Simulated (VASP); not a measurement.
A run of VASP 6.6.1 is set up as follows.

The input POSCAR:

```
BaTe
1.0
    0.0000000000      3.5323868452      3.5323868452
    3.5323868452      0.0000000000      3.5323868452
    3.5323868452      3.5323868452      0.0000000000
Ba Te
1 1
Direct
    0.0000000000      0.0000000000      0.0000000000
    0.5000000000      0.5000000000      0.5000000000
```

File INCAR.step1:

```
SYSTEM = BaTe
PREC = Accurate ; ENCUT = 520
EDIFF = 1E-5 ; ISMEAR = 0
SIGMA = 0.01 ; LREAL = .FALSE.
LASPH = .TRUE. ; NELM = 80
ALGO = Normal ; ISIF = 2
LWAVE = .TRUE. ; GGA = PE
NBANDS = 15
```

INCAR.step2

```
SYSTEM = BaTe
PREC = Accurate ; ENCUT = 520
EDIFF = 1E-6 ; ISMEAR = 0
SIGMA = 0.01 ; LREAL = .FALSE.
LASPH = .TRUE. ; NELM = 80
ALGO = Normal ; ISIF = 2
LWAVE = .FALSE. ; LCHARG = .TRUE.
GGA = PE ; LHFCALC = .TRUE.
HFSCREEN = 0.2079 ; PRECFOCK = Normal
LELF = .TRUE. ; LVHAR = .TRUE.
ISTART = 1 ; NBANDS = 15
```

File KPOINTS:

```
regular mesh
0
G
  4 4 4
  0 0 0
```

Potentials or basis: VASP PAW PBE potentials, release 64 (Ba_sv, Te).

The run is started by

```console
$ cat potpaw_PBE.64/Ba_sv/POTCAR potpaw_PBE.64/Te/POTCAR > POTCAR
$ cp INCAR.step1 INCAR
$ mpirun -np 1 vasp_std > vasp.out
$ cp INCAR.step2 INCAR
$ mpirun -np 1 vasp_std > vasp.out
```

Problem. What does it give for the band gap on the k mesh?

Solution. 2.30 eV, indirect (least direct gap 2.73 eV).

Problem. What does it give for the pressure?

Solution. 0.0 GPa.

Caveat: the PAW data sets were made with another functional, which shifts forces and pressure a little; spin-orbit coupling is left out, which moves the levels of the heavy elements. A k mesh can miss the band edges.
